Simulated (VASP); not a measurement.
# Cu (P6_3/mmc) in VASP: further runs, part 2 of 2

VASP 6.6.1. Earlier steps stand in the parts before.

## (4) Relaxation of shape and atoms at fixed volume, LDA

This run uses another cell than the first one, of 8.28 Å³/atom.

File INCAR:

```
PREC     = Accurate       # precision mode
ENCUT    = 600            # plane-wave cutoff, eV
EDIFF    = 1E-6           # SCF threshold, eV
ISMEAR   = -1             # smearing method
SIGMA    = 0.1            # smearing width, eV
LREAL    = F              # projectors in reciprocal space
LASPH    = T              # aspherical terms in the spheres
NELM     = 60             # most SCF steps
ALGO     = Normal         # electronic algorithm
ISIF     = 4              # what is computed and relaxed
LWAVE    = F              # write WAVECAR
LCHARG   = F              # write CHGCAR
IBRION   = 2              # ionic algorithm
NSW      = 50             # ionic steps
EDIFFG   = -0.005         # ionic threshold
```

File KPOINTS:

```
Automatic mesh
0
Gamma
  17 17 10
```

File POSCAR:

```
Cu
1.0
    2.2636314152      0.0000000000      0.0000000000
   -1.1318157076      1.9603623103      0.0000000000
    0.0000000000      0.0000000000      3.7315867336
Cu
2
Direct
    0.3333333333      0.6666666667      0.2500000000
    0.6666666667      0.3333333333      0.7500000000
```

Potentials or basis: VASP PAW LDA potentials, release 64 (Cu).

Launch:

```
$ cat potpaw_LDA.64/Cu/POTCAR > POTCAR
$ mpirun -np 1 vasp_std > vasp.out
```

OUTCAR:

```text
PREC = Accurate
   ENCUT = 600
   EDIFF = 1E-6
   ISMEAR = -1
   LREAL = F
   LASPH = T
   NELM = 60
   ISIF = 4
   IBRION = 2
   NSW = 50
   EDIFFG = -0.005

 ion  position               nearest neighbor table
   1  0.333  0.667  0.250-   2 2.28   2 2.28   2 2.28   2 2.28   2 2.28   2 2.28
   2  0.667  0.333  0.750-   1 2.28   1 2.28   1 2.28   1 2.28   1 2.28   1 2.28

  LATTYP: Found a hexagonal cell.
 ALAT       =     2.2636314152
 C/A-ratio  =     1.6484957350

  Lattice vectors:

 A1 = (   2.2636314152,   0.0000000000,   0.0000000000)
 A2 = (  -1.1318157076,   1.9603623103,   0.0000000000)
 A3 = (   0.0000000000,   0.0000000000,   3.7315867336)

Analysis of symmetry for initial positions (statically):
=====================================================================
 Subroutine PRICEL returns:
 Original cell was already a primitive cell.

 Routine SETGRP: Setting up the symmetry group for a
 hexagonal supercell.

 Subroutine GETGRP returns: Found 24 space group operations
 (whereof 12 operations were pure point group operations)
 out of a pool of 24 trial point group operations.

The static configuration has the point symmetry D_3d.
 The point group associated with its full space group is D_6h.

Analysis of symmetry for dynamics (positions and initial velocities):
=====================================================================
 Subroutine PRICEL returns:
 Original cell was already a primitive cell.

 Routine SETGRP: Setting up the symmetry group for a
 hexagonal supercell.

 Subroutine GETGRP returns: Found 24 space group operations
 (whereof 12 operations were pure point group operations)
 out of a pool of 24 trial point group operations.

The dynamic configuration has the point symmetry D_3d.
 The point group associated with its full space group is D_6h.

 Subroutine INISYM returns: Found 24 space group operations
 (whereof 12 operations are pure point group operations),
 and found     1 'primitive' translations

----------------------------------------------------------------------------------------

                                     Primitive cell

[... 136 lines left out ...]
  ---------------------------------------------------
  free energy    TOTEN  =        -8.10790306 eV

  energy without entropy =       -8.09520436  energy(sigma->0) =       -8.10155371

------------------------ aborting loop because EDIFF is reached ----------------------------------------

  FORCE on cell =-STRESS in cart. coord.  units (eV):
  Direction    XX          YY          ZZ          XY          YZ          ZX
  --------------------------------------------------------------------------------------
  -------------------------------------------------------------------------------------
  Total       10.7048544     10.7048544     10.4869357      0.0000000      0.0000000     -0.0000000
  in kB     1035.7519299   1035.7519298   1014.6671247      0.0000000      0.0000000     -0.0000000
  external PRESSURE =    1028.7236615 kB  Pullay stress =       0.0000000 kB
[... 59 lines left out ...]
--------------------------------------- Ionic step        3  -------------------------------------------

 number of electron      22.0000033 magnetization

 Free energy of the ion-electron system (eV)
  ---------------------------------------------------
  ext. energy  EPLUGINS =         0.00000000
  ---------------------------------------------------
  free energy    TOTEN  =        -8.10815327 eV

  energy without entropy =       -8.09536794  energy(sigma->0) =       -8.10176060

 E-fermi :  12.8834     XC(G=0): -15.3177

 val. band max:       12.8548336431   @ k =   0.4118   0.0588   0.5000
 cond. band min:      12.8857100683   @ k =   0.2353   0.0588   0.3000
 fundamental gap:      0.0308764252
 Fermi energy:        12.8834434642

 k-point     1 :       0.0000    0.0000    0.0000
  band No.  band energies     occupation
      1       0.3488      2.00000
      2       5.1284      2.00000
      3       8.2420      2.00000
      4       8.3704      2.00000
      5       8.3704      2.00000
      6       8.7349      2.00000
      7       8.7349      2.00000
      8       9.2701      2.00000
      9       9.2701      2.00000
     10      10.5321      2.00000
     11      10.5321      2.00000
     12      10.5546      2.00000
     13      18.5887      0.00000
     14      36.9988      0.00000
[... 401 lines left out ...]
      2       6.5674      2.00000
      3       6.7657      2.00000
      4       7.0162      2.00000
      5       8.2313      2.00000
      6       8.3718      2.00000
      7       8.9239      2.00000
      8       9.2820      2.00000
      9      10.0535      2.00000
     10      10.5447      2.00000
     11      10.6362      2.00000
     12      17.7538      0.00000
     13      19.5600      0.00000
     14      25.6730      0.00000
     15      26.3734      0.00000

 [... further k-points ...]

------------------------ aborting loop because EDIFF is reached ----------------------------------------

  FORCE on cell =-STRESS in cart. coord.  units (eV):
  Direction    XX          YY          ZZ          XY          YZ          ZX
  --------------------------------------------------------------------------------------
  -------------------------------------------------------------------------------------
  Total       10.6464331     10.6464331     10.6475319      0.0000000      0.0000000      0.0000000
  in kB     1030.0993581   1030.0993581   1030.2056681      0.0000000      0.0000000      0.0000000
  external PRESSURE =    1030.1347948 kB  Pullay stress =       0.0000000 kB
[... 17 lines left out ...]
  FREE ENERGIE OF THE ION-ELECTRON SYSTEM (eV)
  ---------------------------------------------------
  free  energy   TOTEN  =        -8.1081532652 eV

  energy  without entropy=       -8.0953679416  energy(sigma->0) =       -8.10176060

 reached required accuracy - stopping structural energy minimisation
```

CONTCAR:

```text
Cu
   1.00000000000000
     2.2662352826704604    0.0000000000000000   -0.0000000000000000
    -1.1331176413352302    1.9626173256544954    0.0000000000000000
    -0.0000000000000000    0.0000000000000000    3.7230165950529104
  Cu
     2
Direct
     0.3333333332999970    0.6666666667000030    0.2500000000000000
     0.6666666667000030    0.3333333332999970    0.7500000000000000

  0.00000000E+00  0.00000000E+00  0.00000000E+00
  0.00000000E+00  0.00000000E+00  0.00000000E+00
```

Run time: 42 s. Hardware: 1 thread of Intel Xeon 6975P-C (Granite Rapids), shared host; peak memory 0.15 GiB.

Results:

* Free energy: -8.1082 eV
* Energy gained by relaxing: 0.1 meV/atom
* Ionic steps: 3
* Pressure after relaxing: 103.0 GPa
* Band gap on the k mesh: zero (bands 11 and 12 overlap by 7.36 eV)

Step by step:
```
step  energy change (eV)  largest force (eV/Å)  pressure (GPa)  volume (Å³)
   1              0.0000                0.0000          102.87        16.56
   2             -0.0002                0.0000          102.89        16.56
   3             -0.0003                0.0000          103.01        16.56
```

Final structure:
```
CELL_PARAMETERS angstrom
2.26624 0.00000 0.00000
-1.13312 1.96262 0.00000
0.00000 0.00000 3.72302
ATOMIC_POSITIONS crystal
Cu 0.33333 0.66667 0.25000
Cu 0.66667 0.33333 0.75000
```

Levels at points of the mesh, in eV from the Fermi level:
```
           k point  band 8  band 9  band 10  band 11  band 12  band 13  band 14  band 15
(0.00, 0.00, 0.00)   -3.61   -3.61    -2.35    -2.35    -2.33     5.71    24.12    27.44
(0.00, 0.00, 0.50)   -4.57   -2.73    -2.73    -2.73    -2.73    15.48    15.48    24.96
```

## (5) Summary

| task | cell | k mesh | cutoff (eV) | gap on the mesh (eV) | pressure (GPa) |
| --- | --- | --- | --- | --- | --- |
| relaxation of shape and atoms at fixed volume | relaxed from a = 2.181, b = 2.181, c = 3.596 Å, angles 90.0, 90.0, 120.0°, 2 atoms | 17 × 17 × 10 | 600 | none | 189.5 |
| single point | a = 2.266, b = 2.266, c = 3.723 Å, angles 90.0, 90.0, 120.0°, 2 atoms | 26 × 26 × 15 | 520 | none | 103.0 |
| relaxation of shape and atoms at fixed volume | relaxed from a = 2.264, b = 2.264, c = 3.732 Å, angles 90.0, 90.0, 120.0°, 2 atoms | 17 × 17 × 10 | 600 | none | 103.0 |

Alike in all rows: level LDA; potentials or basis VASP PAW LDA potentials, release 64 (Cu); no spin polarisation; smearing fermi-dirac 0.1 eV.

Caveats: the cell stands under pressure (at least some runs).

Total energies depend on the potentials used, so only differences within one code and one set of settings carry meaning.
